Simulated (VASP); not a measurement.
# Ti (Im-3m) in VASP: further runs, part 2 of 2

VASP 6.6.1.

### Step 3. Relaxation of cell and atoms, revPBE+D3(BJ)

INCAR

```
SYSTEM = Ti
  PREC = Accurate
  ENCUT = 600
  EDIFF = 1E-6
  ISMEAR = -1
  SIGMA = 0.05
  LREAL = .False.
  LASPH = .True.
  NELM = 60
  ALGO = Normal
  ISIF = 3
  LWAVE = .False.
  LCHARG = .False.
  GGA = RE
  IVDW = 12
  IBRION = 2
  NSW = 60
  EDIFFG = -0.01
```

KPOINTS

```
Automatic mesh
0
Gamma
  11 11 11
  0 0 0
```

POSCAR

```
Ti
1.0
   -1.6410000000      1.6410000000      1.6410000000
    1.6410000000     -1.6410000000      1.6410000000
    1.6410000000      1.6410000000     -1.6410000000
Ti
1
Direct
    0.0000000000      0.0000000000      0.0000000000
```

Potentials or basis: VASP PAW PBE potentials, release 64 (Ti_sv).

Launch:

```sh
> cat potpaw_PBE.64/Ti_sv/POTCAR > POTCAR
> mpirun -np 1 vasp_std > vasp.out
```

OUTCAR:

```text
SYSTEM = Ti
   PREC = Accurate
   ENCUT = 600
   EDIFF = 1E-6
   ISMEAR = -1
   LREAL = .False.
   LASPH = .True.
   NELM = 60
   ISIF = 3
   GGA = RE
   IVDW = 12
   IBRION = 2
   NSW = 60
   EDIFFG = -0.01
 IVDW          = 12

 ion  position               nearest neighbor table
   1  0.000  0.000  0.000-

  LATTYP: Found a body centered cubic cell.
 ALAT       =     3.2820000000

  Lattice vectors:

 A1 = (  -1.6410000000,   1.6410000000,   1.6410000000)
 A2 = (   1.6410000000,  -1.6410000000,   1.6410000000)
 A3 = (   1.6410000000,   1.6410000000,  -1.6410000000)

Analysis of symmetry for initial positions (statically):
=====================================================================
 Subroutine PRICEL returns:
 Original cell was already a primitive cell.

 Routine SETGRP: Setting up the symmetry group for a
 body centered cubic supercell.

 Subroutine GETGRP returns: Found 48 space group operations
[... 9 lines left out ...]

 Routine SETGRP: Setting up the symmetry group for a
 body centered cubic supercell.

 Subroutine GETGRP returns: Found 48 space group operations
[... 11 lines left out ...]
                                     Primitive cell

  volume of cell :      17.6761

  direct lattice vectors                    reciprocal lattice vectors
    -1.641000000  1.641000000  1.641000000     0.000000000  0.304692261  0.304692261
     1.641000000 -1.641000000  1.641000000     0.304692261  0.000000000  0.304692261
     1.641000000  1.641000000 -1.641000000     0.304692261  0.304692261  0.000000000

  length of vectors
     2.842295375  2.842295375  2.842295375     0.430899928  0.430899928  0.430899928

  position of ions in fractional coordinates (direct lattice)
     0.000000000  0.000000000  0.000000000

  ion indices of the primitive-cell ions
   primitive index   ion index
                 1           1

----------------------------------------------------------------------------------------

 KPOINTS: Automatic mesh

Automatic generation of k-mesh.
 Grid dimensions read from file:
 generate k-points for:   11   11   11

 Generating k-lattice:

  Cartesian coordinates                     Fractional coordinates (reciprocal lattice)
     0.000000000  0.027699296  0.027699296     0.090909091  0.000000000  0.000000000
     0.027699296  0.000000000  0.027699296     0.000000000  0.090909091  0.000000000
     0.027699296  0.027699296  0.000000000     0.000000000  0.000000000  0.090909091

  Length of vectors
     0.039172721  0.039172721  0.039172721

  Shift w.r.t. Gamma in fractional coordinates (k-lattice)
     0.000000000  0.000000000  0.000000000

 Subroutine IBZKPT returns following result:
 ===========================================

 Found     56 irreducible k-points:

 Following reciprocal coordinates:
            Coordinates               Weight
  0.000000  0.000000  0.000000      1.000000
  0.090909  0.000000  0.000000     12.000000
  0.181818  0.000000  0.000000     12.000000
  0.272727  0.000000  0.000000     12.000000
  0.363636  0.000000  0.000000     12.000000
  0.454545  0.000000  0.000000     12.000000
[... 16 lines left out ...]
  0.272727  0.181818  0.090909     48.000000
  0.363636  0.181818  0.090909     24.000000
 [... further k-points ...]
   k-points           NKPTS =     56   k-points in BZ     NKDIM =     56   number of bands    NBANDS=     10
   number of dos      NEDOS =    301   number of ions     NIONS =      1
   total plane-waves  NPLWV =  13824
   dimension x,y,z NGX =    24 NGY =   24 NGZ =   24
   dimension x,y,z NGXF=    48 NGYF=   48 NGZF=   48
   ions per type =               1
   NGX,Y,Z   is equivalent  to a cutoff of  14.04, 14.04, 14.04 a.u.
   NGXF,Y,Z  is equivalent  to a cutoff of  28.08, 28.08, 28.08 a.u.
 SYSTEM =  Ti
   PREC   = accura    normal or accurate (medium, high low for compatibility)
   ISTART =      0    job   : 0-new  1-cont  2-samecut
   ICHARG =      2    charge: 1-file 2-atom 10-const
   ISPIN  =      1    spin polarized calculation?
   LNONCOLLINEAR =      F non collinear calculations
   LSORBIT =      F    spin-orbit coupling
   LASPH  =      T    aspherical Exc in radial PAW
   ENCUT  =  600.0 eV  44.10 Ry    6.64 a.u.   5.68  5.68  5.68*2*pi/ulx,y,z
   NELM   =     60;   NELMIN=  2; NELMDL= -5     # of ELM steps
   EDIFF  = 0.1E-05   stopping-criterion for ELM
   LREAL  =      F    real-space projection
   EDIFFG = -.1E-01   stopping-criterion for IOM
   NSW    =     60    number of steps for IOM
   IBRION =      2    ionic relax: 0-MD 1-quasi-New 2-CG
   NFREE  =      1    steps in history (QN), initial steepest desc. (CG)
   ISIF   =      3    stress and relaxation
   ISYM   =      2    0-nonsym 1-usesym 2-fastsym
   POTIM  = 0.5000    time-step for ionic-motion
   TEBEG  =    0.0;   TEEND  =   0.0 temperature during run
   PSTRESS=    0.0 pullay stress
   NELECT =      12.0000    total number of electrons
   NUPDOWN=      -1.0000    fix difference up-down
   EMIN   =  10.00;   EMAX   =-10.00  energy-range for DOS
   EFERMI =   0.00;   METHOD = LEGACY
   ISMEAR =    -1;   SIGMA  =   0.05  broadening in eV -4-tet -1-fermi 0-gaus
   EFERMI_NEDOS =   21; number of points for ismear=-14 and -15
   IALGO  =     38    algorithm
   IMIX   =      4    mixing-type and parameters
     AMIX     =   0.40;   BMIX     =  1.00
     AMIX_MAG =   1.60;   BMIX_MAG =  1.00
  volume/ion in A,a.u.               =      17.68       119.28
  Fermi-wavevector in a.u.,A,eV,Ry     =   1.438821  2.718977 28.166848  2.070205
  Thomas-Fermi vector in A             =   2.557745
   LORBIT       =      0    0 simple, 1 ext, 2 COOP (PROOUT), +10 PAW based schemes
   GGA     = RE    functional components
   LHFCALC =     F    Hartree Fock is set to
   AEXX    =    0.0000 exact exchange contribution
   IVDW    =    12    specifies the selected vdW correction
   LEPSILON=     F    determine dielectric tensor
   LRPA    =     F    only Hartree local field effects (RPA)
 conjugate gradient relaxation of ions
 non-spin polarized calculation
  energy-cutoff  :      600.00
  volume of cell :       17.68
 maximum number of plane-waves:       603
   NGX = 11   NGY = 11   NGZ = 11

--------------------------------------- Ionic step        1  -------------------------------------------

 number of electron      12.0000001 magnetization

 Free energy of the ion-electron system (eV)
  ---------------------------------------------------
  ext. energy  EPLUGINS =         0.00000000
  ---------------------------------------------------
  free energy    TOTEN  =        -7.41225571 eV

  energy without entropy =       -7.38938089  energy(sigma->0) =       -7.40081830

------------------------ aborting loop because EDIFF is reached ----------------------------------------

 Edisp (eV)   -1.09681

 E8    (eV) :    -0.7956

  FORCE on cell =-STRESS in cart. coord.  units (eV):
  Direction    XX          YY          ZZ          XY          YZ          ZX
  --------------------------------------------------------------------------------------
  -------------------------------------------------------------------------------------
  Total      -1.20733    -1.20733    -1.20733     0.00000    -0.00000     0.00000
  in kB    -109.43353  -109.43353  -109.43353     0.00000    -0.00000     0.00000
  external pressure =     -109.43 kB  Pullay stress =        0.00 kB
[... 59 lines left out ...]
  energy  without entropy=       -8.5400493127  energy(sigma->0) =       -8.54735182

--------------------------------------- Ionic step        3  -------------------------------------------

 number of electron      12.0000002 magnetization

 Free energy of the ion-electron system (eV)
  ---------------------------------------------------
  ext. energy  EPLUGINS =         0.00000000
  ---------------------------------------------------
  free energy    TOTEN  =        -7.34295106 eV

  energy without entropy =       -7.32555912  energy(sigma->0) =       -7.33425509

 E-fermi :   9.1986     XC(G=0): -11.8761

 val. band max:        9.1722160623   @ k =  -0.3636  -0.4545   0.0909
 cond. band min:       9.2033736362   @ k =   0.2727   0.0909   0.0909
 fundamental gap:      0.0311575739
 Fermi energy:         9.1986044930

 k-point     1 :       0.0000    0.0000    0.0000
  band No.  band energies     occupation
      1     -47.2305      2.00000
      2     -22.9089      2.00000
      3     -22.9089      2.00000
      4     -22.9089      2.00000
      5       3.0475      2.00000
      6      10.2990      0.00000
      7      10.2990      0.00000
      8      10.2990      0.00000
      9      12.2710      0.00000
     10      12.2710      0.00000
[... 287 lines left out ...]
 k-point    24 :       0.3636    0.1818    0.0909
  band No.  band energies     occupation
      1     -47.0284      2.00000
      2     -23.6545      2.00000
      3     -23.3126      2.00000
      4     -23.0553      2.00000
      5       7.6204      2.00000
      6       8.5236      2.00000
      7       9.3660      0.06798
      8      12.5019      0.00000
      9      12.7242      0.00000
     10      16.2890      0.00000

 [... further k-points ...]

------------------------ aborting loop because EDIFF is reached ----------------------------------------

 Edisp (eV)   -1.23733

 E8    (eV) :    -0.8986

  FORCE on cell =-STRESS in cart. coord.  units (eV):
  Direction    XX          YY          ZZ          XY          YZ          ZX
  --------------------------------------------------------------------------------------
  -------------------------------------------------------------------------------------
  Total      -0.00140    -0.00140    -0.00140     0.00000     0.00000     0.00000
  in kB      -0.14248    -0.14248    -0.14248     0.00000     0.00000     0.00000
  external pressure =       -0.14 kB  Pullay stress =        0.00 kB
[... 16 lines left out ...]
  FREE ENERGIE OF THE ION-ELECTRON SYSTEM (eV)
  ---------------------------------------------------
  free  energy   TOTEN  =        -8.5802795941 eV

  energy  without entropy=       -8.5628876496  energy(sigma->0) =       -8.57158362

 reached required accuracy - stopping structural energy minimisation
```

OSZICAR:

```text
N       E                     dE             d eps       ncg     rms          rms(c)
DAV:   1     0.801640741731E+02    0.80164E+02   -0.73656E+03  1120   0.160E+03
DAV:   2    -0.395507541634E+01   -0.84119E+02   -0.82862E+02  1142   0.326E+02
DAV:   3    -0.832452848309E+01   -0.43695E+01   -0.43038E+01  1570   0.754E+01
[... 30 lines left out ...]
DAV:   6    -0.734231466441E+01   -0.10127E-02   -0.22519E-03  1342   0.370E-01    0.135E-01
DAV:   7    -0.734294515172E+01   -0.63049E-03   -0.22388E-03  1302   0.498E-01    0.926E-02
DAV:   8    -0.734295277077E+01   -0.76190E-05   -0.21604E-04  1150   0.180E-01    0.126E-02
DAV:   9    -0.734295138106E+01    0.13897E-05   -0.43128E-06  1262   0.203E-02    0.382E-03
DAV:  10    -0.734295106111E+01    0.31995E-06   -0.10264E-06   852   0.582E-03
   3 F= -.85802796E+01 E0= -.85715836E+01  d E =-.712117E-01
```

It took 50 s on 1 thread of Intel Xeon 8259CL, shared host; peak memory 0.16 GiB.

What came out:

| Property | Result |
| --- | --- |
| Free energy | -8.5803 eV |
| Relaxed volume | 15.77 Å³/atom |
| Relaxed cell | a = 2.736 Å, b = 2.736 Å, c = 2.736 Å, α = 109.47°, β = 109.47°, γ = 109.47° |
| Space group after relaxing (to 0.05 Å) | Im-3m (No. 229) |
| Energy gained by relaxing | 71.2 meV/atom |
| Ionic steps | 3 |
| Pressure after relaxing | 0.0 GPa |
| Band gap on the k mesh | zero (band 6 reaches 10.31 eV, above the bottom of band 7 at 8.53 eV) |
| Dispersion energy per atom | -1.237 eV |

Step by step:
| step | energy change (eV) | largest force (eV/Å) | pressure (GPa) | volume (Å³) |
| --- | --- | --- | --- | --- |
| 1 | 0.0000 | 0.0000 | -10.94 | 17.68 |
| 2 | -0.0456 | 0.0000 | 8.59 | 14.76 |
| 3 | -0.0712 | 0.0000 | -0.01 | 15.77 |

Final structure:
```xyz
1
Lattice="-1.5798 1.5798 1.5798 1.5798 -1.5798 1.5798 1.5798 1.5798 -1.5798" Properties=species:S:1:pos:R:3 pbc="T T T"
Ti    0.0000    0.0000    0.0000
```

Caveat: the PAW data sets were made with another functional, which shifts forces and pressure a little; the volume moved by -11 % from the deposited cell, more than functionals usually miss; pairwise dispersion overbinds metals, which lowers pressure and volume.

### Step 4. Relaxation of cell and atoms, revPBE+D4

INCAR

```
ALGO = Normal
EDIFF = 1E-6
EDIFFG = -0.01
ENCUT = 600
GGA = RE
IBRION = 2
ISIF = 3
ISMEAR = -1
IVDW = 13
LASPH = T
LCHARG = F
LREAL = F
LWAVE = F
NELM = 80
NSW = 60
PREC = Accurate
SIGMA = 0.05
```

KPOINTS

```
k-points
0
Gamma
  11 11 11
```

POSCAR is that of step 3.

Potentials or basis: VASP PAW PBE potentials, release 64 (Ti_sv).

Launch:

```sh
> cat potpaw_PBE.64/Ti_sv/POTCAR > POTCAR
> mpirun -np 1 vasp_std > vasp.out
```

OUTCAR:

```text
EDIFF = 1E-6
   EDIFFG = -0.01
   ENCUT = 600
   GGA = RE
   IBRION = 2
   ISIF = 3
   ISMEAR = -1
   IVDW = 13
   LASPH = T
   LREAL = F
   NELM = 80
   NSW = 60
   PREC = Accurate

 ion  position               nearest neighbor table
   1  0.000  0.000  0.000-

  LATTYP: Found a body centered cubic cell.
 ALAT       =     3.2820000000

  Lattice vectors:

 A1 = (  -1.6410000000,   1.6410000000,   1.6410000000)
 A2 = (   1.6410000000,  -1.6410000000,   1.6410000000)
 A3 = (   1.6410000000,   1.6410000000,  -1.6410000000)

Analysis of symmetry for initial positions (statically):
=====================================================================
 Subroutine PRICEL returns:
 Original cell was already a primitive cell.

 Routine SETGRP: Setting up the symmetry group for a
 body centered cubic supercell.

 Subroutine GETGRP returns: Found 48 space group operations
[... 9 lines left out ...]

 Routine SETGRP: Setting up the symmetry group for a
 body centered cubic supercell.

 Subroutine GETGRP returns: Found 48 space group operations
[... 11 lines left out ...]
                                     Primitive cell

  volume of cell :      17.6761

  direct lattice vectors                    reciprocal lattice vectors
    -1.641000000  1.641000000  1.641000000     0.000000000  0.304692261  0.304692261
     1.641000000 -1.641000000  1.641000000     0.304692261  0.000000000  0.304692261
     1.641000000  1.641000000 -1.641000000     0.304692261  0.304692261  0.000000000

  length of vectors
     2.842295375  2.842295375  2.842295375     0.430899928  0.430899928  0.430899928

  position of ions in fractional coordinates (direct lattice)
     0.000000000  0.000000000  0.000000000

  ion indices of the primitive-cell ions
   primitive index   ion index
                 1           1

----------------------------------------------------------------------------------------

 KPOINTS: k-points

Automatic generation of k-mesh.
 Grid dimensions read from file:
 generate k-points for:   11   11   11

 Generating k-lattice:

  Cartesian coordinates                     Fractional coordinates (reciprocal lattice)
[... 72 lines left out ...]
   NUPDOWN=      -1.0000    fix difference up-down
   EMIN   =  10.00;   EMAX   =-10.00  energy-range for DOS
   EFERMI =   0.00;   METHOD = LEGACY
   ISMEAR =    -1;   SIGMA  =   0.05  broadening in eV -4-tet -1-fermi 0-gaus
   EFERMI_NEDOS =   21; number of points for ismear=-14 and -15
   IALGO  =     38    algorithm
   IMIX   =      4    mixing-type and parameters
     AMIX     =   0.40;   BMIX     =  1.00
     AMIX_MAG =   1.60;   BMIX_MAG =  1.00
  volume/ion in A,a.u.               =      17.68       119.28
  Fermi-wavevector in a.u.,A,eV,Ry     =   1.438821  2.718977 28.166848  2.070205
  Thomas-Fermi vector in A             =   2.557745
   LORBIT       =      0    0 simple, 1 ext, 2 COOP (PROOUT), +10 PAW based schemes
   GGA     = RE    functional components
   LHFCALC =     F    Hartree Fock is set to
   AEXX    =    0.0000 exact exchange contribution
   IVDW    =    13    specifies the selected vdW correction
   LEPSILON=     F    determine dielectric tensor
   LRPA    =     F    only Hartree local field effects (RPA)
 conjugate gradient relaxation of ions
 non-spin polarized calculation
  energy-cutoff  :      600.00
  volume of cell :       17.68
 maximum number of plane-waves:       603
   NGX = 11   NGY = 11   NGZ = 11

--------------------------------------- Ionic step        1  -------------------------------------------

 number of electron      12.0000001 magnetization

 Free energy of the ion-electron system (eV)
  ---------------------------------------------------
  ext. energy  EPLUGINS =         0.00000000
  ---------------------------------------------------
  free energy    TOTEN  =        -7.41225571 eV

  energy without entropy =       -7.38938089  energy(sigma->0) =       -7.40081830

------------------------ aborting loop because EDIFF is reached ----------------------------------------

  DFT-D4 for vdW energy calculation

  Edisp (eV):   -0.30145
[... 69 lines left out ...]
--------------------------------------- Ionic step        3  -------------------------------------------

 number of electron      11.9999996 magnetization

 Free energy of the ion-electron system (eV)
  ---------------------------------------------------
  ext. energy  EPLUGINS =         0.00000000
  ---------------------------------------------------
  free energy    TOTEN  =        -7.40793659 eV

  energy without entropy =       -7.38648117  energy(sigma->0) =       -7.39720888

 E-fermi :   8.3256     XC(G=0): -11.4859

 val. band max:        8.3215867452   @ k =  -0.4545  -0.4545   0.0909
 cond. band min:       8.3379415497   @ k =  -0.4545  -0.4545   0.0909
 fundamental gap:      0.0163548045
 Fermi energy:         8.3255955520

 k-point     1 :       0.0000    0.0000    0.0000
  band No.  band energies     occupation
      1     -48.2679      2.00000
      2     -24.0592      2.00000
      3     -24.0592      2.00000
      4     -24.0592      2.00000
      5       2.3284      2.00000
      6       9.3469      0.00000
      7       9.3469      0.00000
      8       9.3469      0.00000
      9      11.1315      0.00000
     10      11.1315      0.00000
[... 287 lines left out ...]
 k-point    24 :       0.3636    0.1818    0.0909
  band No.  band energies     occupation
      1     -48.1223      2.00000
      2     -24.6335      2.00000
      3     -24.3710      2.00000
      4     -24.1707      2.00000
      5       6.8515      2.00000
      6       7.7247      1.99999
      7       8.3777      0.52164
      8      11.3230      0.00000
      9      11.5206      0.00000
     10      14.7625      0.00000

 [... further k-points ...]

------------------------ aborting loop because EDIFF is reached ----------------------------------------

  DFT-D4 for vdW energy calculation

  Edisp (eV):   -0.31165
[... 24 lines left out ...]
  FREE ENERGIE OF THE ION-ELECTRON SYSTEM (eV)
  ---------------------------------------------------
  free  energy   TOTEN  =        -7.7195835623 eV

  energy  without entropy=       -7.6981281460  energy(sigma->0) =       -7.70885585

 reached required accuracy - stopping structural energy minimisation
```

Wall time 48 s (1 thread of Intel Xeon 8259CL, shared host); peak memory 0.15 GiB.

Results:

```yaml
Free_energy: -7.7196 eV
Relaxed_volume: 17.11 Å³/atom
Relaxed_cell: a = 2.811 Å, b = 2.811 Å, c = 2.811 Å, α = 109.47°, β = 109.47°, γ = 109.47°
Space_group_after_relaxing_to_0.05_Å: Im-3m (No. 229)
Energy_gained_by_relaxing: 5.9 meV/atom
Ionic_steps: 3
Pressure_after_relaxing: 0.0 GPa
Band_gap_on_the_k_mesh: zero (band 6 reaches 9.36 eV, above the bottom of band 7 at 7.73 eV)
Dispersion_energy_per_atom: -0.312 eV
```

The path:
```csv
step,energy change (eV),largest force (eV/Å),pressure (GPa),volume (Å³)
1,0.0000,0.0000,-3.21,17.68
2,-0.0039,0.0000,2.00,16.79
3,-0.0059,0.0000,0.00,17.11
```

Final structure:
```xyz
1
Lattice="-1.6231 1.6231 1.6231 1.6231 -1.6231 1.6231 1.6231 1.6231 -1.6231" Properties=species:S:1:pos:R:3 pbc="T T T"
Ti    0.0000    0.0000    0.0000
```

Caveat: the PAW data sets were made with another functional, which shifts forces and pressure a little; pairwise dispersion overbinds metals, which lowers pressure and volume.

### Step 5. The runs side by side

```csv
level,gap on the mesh (eV),pressure (GPa),relaxed volume (Å³/atom)
RPBE+D4,none,0.0,17.19
revPBE+D3(BJ),none,0.0,15.77
revPBE+D4,none,0.0,17.11
```

Alike in all rows: task relaxation of cell and atoms; potentials or basis VASP PAW PBE potentials, release 64 (Ti_sv); no spin polarisation; cell relaxed; k mesh 11 × 11 × 11; cutoff (eV) 600; smearing fermi-dirac 0.05 eV.

Caveats: the PAW data sets were made with another functional, which shifts forces and pressure a little; pairwise dispersion overbinds metals, which lowers pressure and volume; the volume moved by -11 % from the deposited cell, more than functionals usually miss (some runs).

Total energies depend on the potentials used, so only differences within one code and one set of settings carry meaning.
